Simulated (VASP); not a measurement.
Write the native input for VASP 6.6.1 that does the following.

| Property | Result |
| --- | --- |
| Task | single point |
| Functional | r2SCAN |
| Potentials or basis | VASP PAW PBE potentials, release 64 (Mo_sv) |
| Cutoff | 520 eV |
| k mesh | 18 × 18 × 18 |
| Occupations | gaussian, width 0.1 eV |
| Spin | no spin polarisation |
| Dipole correction | no |
| Further INCAR settings | ALGO = Normal; EDIFF = 1e-06; NBANDS = 13 |

Crystal: Mo.

```
CELL_PARAMETERS angstrom
-1.57524 1.57524 1.57524
1.57524 -1.57524 1.57524
1.57524 1.57524 -1.57524
ATOMIC_POSITIONS crystal
Mo 0.00000 0.00000 0.00000
```

One way to write it, as run:

POSCAR

```
Mo
1.0
   -1.5752359802      1.5752359802      1.5752359802
    1.5752359802     -1.5752359802      1.5752359802
    1.5752359802      1.5752359802     -1.5752359802
Mo
1
Direct
    0.0000000000      0.0000000000      0.0000000000
```

INCAR.step1

```
PREC     = Accurate       # precision mode
ENCUT    = 520            # plane-wave cutoff, eV
ISMEAR   = 0              # smearing method
SIGMA    = 0.1            # smearing width, eV
LREAL    = F              # projectors in reciprocal space
LASPH    = T              # aspherical terms in the spheres
NELM     = 60             # most SCF steps
NBANDS   = 13             # bands
GGA      = PE             # functional
ALGO     = Normal         # electronic algorithm
EDIFF    = 1E-4           # SCF threshold, eV
LWAVE    = T              # write WAVECAR
LCHARG   = F              # write CHGCAR
```

INCAR.step2

```
PREC     = Accurate       # precision mode
ENCUT    = 520            # plane-wave cutoff, eV
EDIFF    = 1E-6           # SCF threshold, eV
ISMEAR   = 0              # smearing method
SIGMA    = 0.1            # smearing width, eV
LREAL    = F              # projectors in reciprocal space
LASPH    = T              # aspherical terms in the spheres
NELM     = 60             # most SCF steps
ALGO     = Normal         # electronic algorithm
ISIF     = 2              # what is computed and relaxed
LWAVE    = F              # write WAVECAR
LCHARG   = F              # write CHGCAR
METAGGA  = R2SCAN         # meta-GGA
LMIXTAU  = T            
NBANDS   = 13             # bands
ISTART   = 1
```

KPOINTS

```
regular mesh
0
Gamma
  18 18 18
```

Potentials or basis: VASP PAW PBE potentials, release 64 (Mo_sv).

The run is started by

```sh
$ cat potpaw_PBE.64/Mo_sv/POTCAR > POTCAR
$ cp INCAR.step1 INCAR
$ mpirun -np 1 vasp_std > vasp.out
$ cp INCAR.step2 INCAR
$ mpirun -np 1 vasp_std > vasp.out
```

Results of the run:

| Quantity | Value |
| --- | --- |
| Pressure | 1.1 GPa |
| Band gap on the k mesh | zero (bands 7 and 8 overlap by 5.56 eV) |

Caveat: the PAW data sets were made with another functional, which shifts forces and pressure a little.

It took 65 s on 1 thread of Intel(R) Xeon(R) 6975P-C (Granite Rapids), with other jobs on the host, peak memory 0.15 GiB.
